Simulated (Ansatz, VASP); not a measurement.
Be: VASP beside Ansatz

```
CELL_PARAMETERS angstrom
2.25751 0.00000 0.00000
1.12875 1.95506 0.00000
0.00000 0.00000 31.98054
ATOMIC_POSITIONS crystal
Be 0.66667 0.66667 0.24744
Be 0.00000 0.00000 0.30443
Be 0.66667 0.66667 0.36059
Be 0.00000 0.00000 0.41647
Be 0.66667 0.66667 0.47213
Be 0.00000 0.00000 0.52787
Be 0.66667 0.66667 0.58353
Be 0.00000 0.00000 0.63941
Be 0.66667 0.66667 0.69557
Be 0.00000 0.00000 0.75256
```

Alike in both runs: functional PBEsol; k mesh 23 × 23 × 1; no spin polarisation.

Ansatz relaxed the structure, and its values are those at the end. VASP's run is a single point on that final structure, the one shown.

|  | VASP | Ansatz |
| --- | --- | --- |
| version | VASP 6.6.1 | Ansatz 0.2.0 |
| potentials or method | VASP PAW PBE potentials, release 64 (Be) | plane-wave PAW, scalar-relativistic |
| plane-wave cutoff (eV) | 520 | 420 |
| occupations | methfessel-paxton of order 1, width 0.1 eV | cold, width 0.1 eV |
| valence electrons in the cell | 20 | 20 |

```csv
,VASP,Ansatz,Ansatz less VASP
rms of the force components (eV/Å),0.006,0.001,-0.0045
```

VASP's potentials were made for PBE, not for PBEsol, and Ansatz warns of the same on its side.
